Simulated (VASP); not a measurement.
Set up this calculation in VASP 6.6.1, as the native input.

```
Task                   : single point
Functional             : PBE
Potentials or basis    : VASP PAW PBE potentials, release 64 (Na_pv, Al)
Cutoff                 : 500 eV
k mesh                 : 4 × 4 × 4
Occupations            : gaussian, width 0.1 eV
Spin                   : no spin polarisation
Dipole correction      : no
Further INCAR settings : ALGO = Normal; EDIFF = 1e-06; NBANDS = 16
```

The structure of NaAl3 lies in POSCAR:

```
NaAl3
1.0
   -2.1877210000      2.1877210000      3.9802060000
    2.1877210000     -2.1877210000      3.9802060000
    2.1877210000      2.1877210000     -3.9802060000
Na Al
1 3
Direct
    0.0000000000      0.0000000000      0.0000000000
    0.7500000000      0.2500000000      0.5000000000
    0.2500000000      0.7500000000      0.5000000000
    0.5000000000      0.5000000000      0.0000000000
```

One way to write it, as run:

INCAR

```
SYSTEM = NaAl3
  PREC = Accurate
  ENCUT = 500
  EDIFF = 1E-6
  ISMEAR = 0
  SIGMA = 0.1
  LREAL = .FALSE.
  LASPH = .TRUE.
  NELM = 120
  ALGO = Normal
  ISIF = 2
  LWAVE = .FALSE.
  LCHARG = .FALSE.
  GGA = PE
  NBANDS = 16
  GGA_COMPAT = .FALSE.
```

KPOINTS

```
regular mesh
0
G
  4 4 4
  0 0 0
```

Potentials or basis: VASP PAW PBE potentials, release 64 (Na_pv, Al).

The run is started by

```console
$ cat potpaw_PBE.64/Na_pv/POTCAR potpaw_PBE.64/Al/POTCAR > POTCAR
$ mpirun -np 1 vasp_std > vasp.out
```

It gave:

* Pressure: 0.3 GPa
* Band gap on the k mesh: zero (bands 8 and 9 overlap by 1.95 eV)

Caveat: the k points lie up to 0.41 Å⁻¹ apart, too coarse for converged energies and pressures of a metal.

Wall time 12 s on 1 thread of Intel(R) Xeon(R) Platinum 8375C CPU @ 2.90GHz (Ice Lake), with other jobs on the host, peak memory 0.23 GiB.
